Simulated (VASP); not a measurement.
# SiC (NiAs type) (P6_3/mmc) in VASP: further runs, part 2 of 2

VASP 6.6.1. Earlier steps stand in the parts before.

## (4) Single point, PBE

This run uses another cell than the first one, of 5.90 Å³/atom, 1.009 times its volume.

INCAR

```
SYSTEM = SiC
PREC = Accurate
ENCUT = 520
EDIFF = 1E-7
ISMEAR = -1
SIGMA = 0.05
LREAL = .False.
LASPH = .True.
NELM = 100
ALGO = Normal
ISIF = 2
LWAVE = .False.
LCHARG = .False.
GGA = PE
NBANDS = 16
```

KPOINTS

```
regular mesh
0
Gamma
  13 13 8
  0 0 0
```

POSCAR

```
SiC
1.0
    2.5239896033      0.0000000000      0.0000000000
   -1.2619948016      2.1858391153      0.0000000000
    0.0000000000      0.0000000000      4.2765980371
Si C
2 2
Direct
    0.0000000000      0.0000000000      0.0000000000
    0.0000000000      0.0000000000      0.5000000000
    0.3333333333      0.6666666667      0.2500000000
    0.6666666667      0.3333333333      0.7500000000
```

Potentials or basis: VASP PAW PBE potentials, release 64 (Si, C).

Started as:

```bash
$ cat potpaw_PBE.64/Si/POTCAR potpaw_PBE.64/C/POTCAR > POTCAR
$ mpirun -np 1 vasp_std > vasp.out
```

OUTCAR:

```text
SYSTEM = SiC
   PREC = Accurate
   ENCUT = 520
   EDIFF = 1E-7
   ISMEAR = -1
   LREAL = .False.
   LASPH = .True.
   NELM = 100
   ISIF = 2
   GGA = PE

 ion  position               nearest neighbor table
   1  0.000  0.000  0.000-   3 1.81   4 1.81   3 1.81   4 1.81   4 1.81   3 1.81   2 2.14   2 2.14

   2  0.000  0.000  0.500-   3 1.81   4 1.81   3 1.81   4 1.81   4 1.81   3 1.81   1 2.14   1 2.14

   3  0.333  0.667  0.250-   1 1.81   2 1.81   1 1.81   2 1.81   1 1.81   2 1.81
   4  0.667  0.333  0.750-   1 1.81   2 1.81   1 1.81   2 1.81   1 1.81   2 1.81

  LATTYP: Found a hexagonal cell.
 ALAT       =     2.5239896033
 C/A-ratio  =     1.6943802112

  Lattice vectors:

 A1 = (   2.5239896033,   0.0000000000,   0.0000000000)
 A2 = (  -1.2619948016,   2.1858391153,   0.0000000000)
 A3 = (   0.0000000000,   0.0000000000,   4.2765980371)

Analysis of symmetry for initial positions (statically):
=====================================================================
 Subroutine PRICEL returns:
 Original cell was already a primitive cell.

 Routine SETGRP: Setting up the symmetry group for a
 hexagonal supercell.

 Subroutine GETGRP returns: Found 24 space group operations
[... 175 lines left out ...]
 fundamental gap:      0.8958126514
 Fermi energy:        18.6403934962

 k-point     1 :       0.0000    0.0000    0.0000
  band No.  band energies     occupation
      1      -4.5943      2.00000
      2       1.6100      2.00000
      3       3.3269      2.00000
      4      16.5941      2.00000
      5      16.5941      2.00000
      6      17.7113      2.00000
[... 433 lines left out ...]
      3       5.0610      2.00000
      4      13.4023      2.00000
      5      15.3986      2.00000
      6      16.0706      2.00000
[... 8 lines left out ...]
     15      30.2058      0.00000
     16      31.3879      0.00000

 [... further k-points ...]

------------------------ aborting loop because EDIFF is reached ----------------------------------------

  FORCE on cell =-STRESS in cart. coord.  units (eV):
  Direction    XX          YY          ZZ          XY          YZ          ZX
  --------------------------------------------------------------------------------------
  -------------------------------------------------------------------------------------
  Total       27.9443388     27.9443388     27.7834409      0.0000000      0.0000000      0.0000000
  in kB     1897.5806060   1897.5806059   1886.6547182      0.0000000      0.0000000      0.0000000
  external PRESSURE =    1893.9386434 kB  Pullay stress =       0.0000000 kB

 VOLUME and BASIS-vectors are now :
 -----------------------------------------------------------------------------
  energy-cutoff  :      520.00
  volume of cell :       23.59
      direct lattice vectors                 reciprocal lattice vectors
     2.523989603  0.000000000  0.000000000     0.396198145  0.228745106  0.000000000
    -1.261994802  2.185839115  0.000000000     0.000000000  0.457490212  0.000000000
     0.000000000  0.000000000  4.276598037     0.000000000  0.000000000  0.233830720

 POSITION                                       TOTAL-FORCE (eV/Angst)
 -----------------------------------------------------------------------------------
      0.00000      0.00000      0.00000        -0.000000      0.000000      0.000000
      0.00000      0.00000      2.13830        -0.000000      0.000000      0.000000
     -0.00000      1.45723      1.06915         0.000000      0.000000     -0.000000
      1.26199      0.72861      3.20745        -0.000000     -0.000000     -0.000000
 -----------------------------------------------------------------------------------
    total drift:                                0.000000     -0.000000      0.000000

  FREE ENERGIE OF THE ION-ELECTRON SYSTEM (eV)
  ---------------------------------------------------
  free  energy   TOTEN  =       -22.4838975990 eV

  energy  without entropy=      -22.4838959927  energy(sigma->0) =      -22.48389680
```

OSZICAR:

```text
N       E                     dE             d eps       ncg     rms          rms(c)
DAV:   1     0.298134905832E+02    0.29813E+02   -0.79111E+03  3440   0.929E+02
DAV:   2    -0.246825661442E+02   -0.54496E+02   -0.49872E+02  4696   0.175E+02
DAV:   3    -0.263025843810E+02   -0.16200E+01   -0.16148E+01  4472   0.255E+01
DAV:   4    -0.263075978035E+02   -0.50134E-02   -0.50130E-02  4272   0.175E+00
DAV:   5    -0.263076230646E+02   -0.25261E-04   -0.25259E-04  4456   0.103E-01    0.193E+01
DAV:   6    -0.228181354353E+02    0.34895E+01   -0.48973E+00  4648   0.147E+01    0.973E+00
DAV:   7    -0.225018207121E+02    0.31631E+00   -0.14489E+00  4672   0.771E+00    0.293E+00
DAV:   8    -0.224848838954E+02    0.16937E-01   -0.43945E-02  4184   0.146E+00    0.665E-01
DAV:   9    -0.224838743899E+02    0.10095E-02   -0.27583E-03  4368   0.400E-01    0.240E-01
DAV:  10    -0.224839009044E+02   -0.26515E-04   -0.13025E-04  4320   0.853E-02    0.390E-02
DAV:  11    -0.224838979753E+02    0.29291E-05   -0.18537E-05  4440   0.340E-02    0.105E-02
DAV:  12    -0.224838977155E+02    0.25977E-06   -0.85245E-07  4312   0.724E-03    0.460E-03
DAV:  13    -0.224838976072E+02    0.10830E-06   -0.18229E-07  3496   0.298E-03    0.157E-03
DAV:  14    -0.224838975990E+02    0.82664E-08   -0.15024E-08  2256   0.962E-04
   1 F= -.22483898E+02 E0= -.22483897E+02  d E =-.160631E-05
```

Run time: 19 s. Hardware: 1 thread of AMD EPYC 9R45 (Zen 5), shared host; peak memory 0.12 GiB.

Results:

| Quantity | Value |
| --- | --- |
| Free energy | -22.4839 eV |
| Pressure | 189.4 GPa |
| Band gap on the k mesh | 0.90 eV, indirect (least direct gap 3.41 eV) |

A k mesh can miss the band edges. A hybrid or GW would open this gap; PBE tends to underestimate it.
